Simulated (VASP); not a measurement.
# Nb (Fm-3m) in VASP: further runs, part 2 of 2

VASP 6.6.1. Earlier steps stand in the parts before.

## Step 3: Single point, PBEsol (volume scaled by 1.03)

File INCAR:

```
PREC = Accurate
ENCUT = 520
EDIFF = 1E-7
ISMEAR = 0
SIGMA = 0.1
LREAL = False
LASPH = True
NELM = 80
ALGO = Fast
ISIF = 2
LWAVE = False
LCHARG = True
GGA = PS
LELF = True
LVHAR = True
NBANDS = 12
```

File KPOINTS:

```
regular mesh
0
Gamma
  18 18 18
```

File POSCAR:

```
Nb
1.0
    0.0000000000      2.1058524338      2.1058524338
    2.1058524338      0.0000000000      2.1058524338
    2.1058524338      2.1058524338      0.0000000000
Nb
1
Direct
    0.0000000000      0.0000000000      0.0000000000
```

Potentials or basis: VASP PAW PBE potentials, release 64 (Nb_sv).

On the command line:

```console
cat potpaw_PBE.64/Nb_sv/POTCAR > POTCAR
mpirun -np 1 vasp_std > vasp.out
```

OUTCAR:

```text
PREC = Accurate
   ENCUT = 520
   EDIFF = 1E-7
   ISMEAR = 0
   LREAL = False
   LASPH = True
   NELM = 80
   ISIF = 2
   GGA = PS

 ion  position               nearest neighbor table
   1  0.000  0.000  0.000-

  LATTYP: Found a face centered cubic cell.
 ALAT       =     4.2117048676

  Lattice vectors:

 A1 = (   0.0000000000,   2.1058524338,   2.1058524338)
 A2 = (   2.1058524338,   0.0000000000,   2.1058524338)
 A3 = (   2.1058524338,   2.1058524338,   0.0000000000)

Analysis of symmetry for initial positions (statically):
=====================================================================
 Subroutine PRICEL returns:
 Original cell was already a primitive cell.

 Routine SETGRP: Setting up the symmetry group for a
 face centered cubic supercell.

 Subroutine GETGRP returns: Found 48 space group operations
 (whereof 48 operations were pure point group operations)
 out of a pool of 48 trial point group operations.

The static configuration has the point symmetry O_h .

Analysis of symmetry for dynamics (positions and initial velocities):
=====================================================================
 Subroutine PRICEL returns:
[... 169 lines left out ...]
      4     -19.1882      2.00000
      5       4.6351      2.00000
      6      10.9988      0.17341
      7      10.9988      0.17341
      8      10.9988      0.17341
      9      13.6085      0.00000
     10      13.6085      0.00000
     11      22.7368      0.00000
     12      27.4955      0.00000
[... 331 lines left out ...]
 k-point    24 :      -0.2222    0.0556    0.0000
  band No.  band energies     occupation
      1     -43.6940      2.00000
      2     -19.7857      2.00000
      3     -19.3042      2.00000
      4     -19.2501      2.00000
      5       6.4548      2.00000
      6      10.1001      2.00000
      7      11.3466      0.00000
      8      11.4677      0.00000
      9      13.2064      0.00000
     10      14.0650      0.00000
     11      23.5284      0.00000
     12      26.1123      0.00000

 [... further k-points ...]

------------------------ aborting loop because EDIFF is reached ----------------------------------------

  FORCE on cell =-STRESS in cart. coord.  units (eV):
  Direction    XX          YY          ZZ          XY          YZ          ZX
  --------------------------------------------------------------------------------------
  -------------------------------------------------------------------------------------
  Total       -0.6051566     -0.6051566     -0.6051566      0.0000000      0.0000000     -0.0000000
  in kB      -51.9116193    -51.9116193    -51.9116193      0.0000000      0.0000000     -0.0000000
  external PRESSURE =     -51.9116193 kB  Pullay stress =       0.0000000 kB

 VOLUME and BASIS-vectors are now :
 -----------------------------------------------------------------------------
  energy-cutoff  :      520.00
  volume of cell :       18.68
      direct lattice vectors                 reciprocal lattice vectors
     0.000000000  2.105852434  2.105852434    -0.237433541  0.237433541  0.237433541
     2.105852434  0.000000000  2.105852434     0.237433541 -0.237433541  0.237433541
     2.105852434  2.105852434  0.000000000     0.237433541  0.237433541 -0.237433541

 POSITION                                       TOTAL-FORCE (eV/Angst)
 -----------------------------------------------------------------------------------
      0.00000      0.00000      0.00000         0.000000      0.000000     -0.000000
 -----------------------------------------------------------------------------------
    total drift:                                0.000000      0.000000      0.000000

  FREE ENERGIE OF THE ION-ELECTRON SYSTEM (eV)
  ---------------------------------------------------
  free  energy   TOTEN  =       -10.6008693486 eV

  energy  without entropy=      -10.5942570649  energy(sigma->0) =      -10.59756321
```

OSZICAR:

```text
N       E                     dE             d eps       ncg     rms          rms(c)
DAV:   1     0.115371727002E+03    0.11537E+03   -0.72129E+03  4688   0.107E+03
DAV:   2    -0.622017926498E+01   -0.12159E+03   -0.11748E+03  4960   0.387E+02
DAV:   3    -0.108273247721E+02   -0.46071E+01   -0.43771E+01  6764   0.649E+01
[... 17 lines left out ...]
RMM:  21    -0.106008688377E+02   -0.26844E-06   -0.33191E-06  4771   0.718E-03    0.438E-04
RMM:  22    -0.106008690580E+02   -0.22031E-06   -0.23424E-06  4529   0.557E-03    0.113E-04
RMM:  23    -0.106008691984E+02   -0.14040E-06   -0.12325E-06  4321   0.423E-03    0.317E-04
RMM:  24    -0.106008693022E+02   -0.10383E-06   -0.89058E-07  3881   0.332E-03    0.413E-04
RMM:  25    -0.106008693486E+02   -0.46373E-07   -0.50102E-07  3944   0.269E-03
   1 F= -.10600869E+02 E0= -.10597563E+02  d E =-.661228E-02
```

stdout:

```text
POSCAR found type information on POSCAR Nb
 POSCAR found :  1 types and       1 ions
 scaLAPACK will be used
 -----------------------------------------------------------------------------
|                                                                             |
|                                                                             |
|     You enforced a specific xc type in the INCAR file but a different       |
|     I HOPE YOU KNOW WHAT YOU ARE DOING!                                     |
|                                                                             |
 -----------------------------------------------------------------------------

 LDA part: xc-table for (Slater+PW92), standard interpolation
 POSCAR, INCAR and KPOINTS ok, starting setup
 FFT: planning ... GRIDC
 FFT: planning ... GRID_SOFT
 FFT: planning ... GRID
 WAVECAR not read
 entering main loop
WARNING in EDDRMM: call to ZHEGV failed, returncode =   6  3     10
WARNING in EDDRMM: call to ZHEGV failed, returncode =   6  3     11
WARNING in EDDRMM: call to ZHEGV failed, returncode =   6  3      7
```

It took 43 s on 1 thread of Intel Xeon Platinum 8488C (Sapphire Rapids), shared host; peak memory 0.16 GiB.

What came out:

* Free energy: -10.6009 eV
* Pressure: -5.2 GPa

Caveat: the cell differs from its parent crystal (volume scaled by 1.03); the PAW data sets were made with another functional, which shifts forces and pressure a little.

## Step 4: Single point, PBEsol

This run uses another cell than the first one, of 18.92 Å³/atom, 1.076 times its volume.

File INCAR:

```
SYSTEM = Nb
  PREC = Accurate
  ENCUT = 520
  EDIFF = 1E-6
  ISMEAR = 0
  SIGMA = 0.1
  LREAL = .False.
  LASPH = .True.
  NELM = 80
  ALGO = Normal
  ISIF = 2
  LWAVE = .False.
  LCHARG = .False.
  GGA = PS
  NBANDS = 12
```

File KPOINTS:

```
regular mesh
0
Gamma
  18 18 18
  0 0 0
```

File POSCAR:

```
Nb
1.0
    0.0000000000      2.1150000000      2.1150000000
    2.1150000000      0.0000000000      2.1150000000
    2.1150000000      2.1150000000      0.0000000000
Nb
1
Direct
    0.0000000000      0.0000000000      0.0000000000
```

On the command line:

```console
cat potpaw_PBE.64/Nb_sv/POTCAR > POTCAR
mpirun -np 1 vasp_std > vasp.out
```

Run time: 19 s. Hardware: 1 thread of Intel Xeon Platinum 8488C (Sapphire Rapids), shared host; peak memory 0.17 GiB.

The run converged. Its results:

```yaml
Free_energy: -10.5916 eV
Pressure: -7.2 GPa
```

Levels at points of the mesh, in eV from the Fermi level:
```
           k point  band 2  band 3  band 4  band 5  band 6  band 7  band 8  band 9  band 10  band 11
(0.00, 0.00, 0.00)  -30.13  -30.13  -30.13   -6.23    0.10    0.10    0.10    2.67     2.67    11.82
(0.50, 0.00, 0.00)  -31.30  -30.28  -30.28   -3.82   -0.08   -0.08    1.33    4.63     4.63    10.33
(0.50, 0.50, 0.00)  -31.22  -30.55  -30.55   -4.03   -3.28    3.52    4.60    5.19     5.19    11.15
```

Caveat: the PAW data sets were made with another functional, which shifts forces and pressure a little.

## Step 5: Single point, PBEsol (volume scaled by 1.06)

File INCAR:

```
PREC = Accurate ; ENCUT = 520
EDIFF = 1E-6 ; ISMEAR = 0
SIGMA = 0.1 ; LREAL = F
LASPH = T ; NELM = 80
ALGO = Normal ; ISIF = 2
LWAVE = F ; LCHARG = T
GGA = PS ; LELF = T
LVHAR = T ; NBANDS = 12
```

File KPOINTS:

```
regular mesh
0
Gamma
  18 18 18
```

File POSCAR:

```
Nb
1.0
    0.0000000000      2.1261022572      2.1261022572
    2.1261022572      0.0000000000      2.1261022572
    2.1261022572      2.1261022572      0.0000000000
Nb
1
Direct
    0.0000000000      0.0000000000      0.0000000000
```

On the command line:

```console
cat potpaw_PBE.64/Nb_sv/POTCAR > POTCAR
mpirun -np 1 vasp_std > vasp.out
```

It took 18 s on 1 thread of Intel Xeon Platinum 8488C (Sapphire Rapids), shared host; peak memory 0.17 GiB.

It converged, with:

- Free energy: -10.5762 eV
- Pressure: -9.5 GPa

Levels at points of the mesh, in eV from the Fermi level:
| k point | band 2 | band 3 | band 4 | band 5 | band 6 | band 7 | band 8 | band 9 | band 10 | band 11 |
| --- | --- | --- | --- | --- | --- | --- | --- | --- | --- | --- |
| (0.00, 0.00, 0.00) | -30.18 | -30.18 | -30.18 | -6.19 | 0.11 | 0.11 | 0.11 | 2.62 | 2.62 | 11.80 |
| (0.50, 0.00, 0.00) | -31.29 | -30.32 | -30.32 | -3.76 | -0.07 | -0.07 | 1.28 | 4.54 | 4.54 | 10.12 |
| (0.50, 0.50, 0.00) | -31.21 | -30.57 | -30.57 | -3.94 | -3.21 | 3.43 | 4.51 | 5.09 | 5.09 | 11.03 |

Caveat: the cell differs from its parent crystal (volume scaled by 1.06); the PAW data sets were made with another functional, which shifts forces and pressure a little.

## Step 6: Overview

```tsv
cell	gap on the mesh (eV)	pressure (GPa)
a = 2.919 Å, angles 60.0°, 1 atom	none	5.3
a = 2.978 Å, angles 60.0°, 1 atom	none	-5.2
a = 2.991 Å, angles 60.0°, 1 atom	none	-7.2
a = 3.007 Å, angles 60.0°, 1 atom	none	-9.5
```

Alike in all rows: task single point; level PBEsol; potentials or basis VASP PAW PBE potentials, release 64 (Nb_sv); no spin polarisation; k mesh 18 × 18 × 18; cutoff (eV) 520; smearing gaussian 0.1 eV.

Caveats: the PAW data sets were made with another functional, which shifts forces and pressure a little.

Total energies depend on the potentials used, so only differences within one code and one set of settings carry meaning.
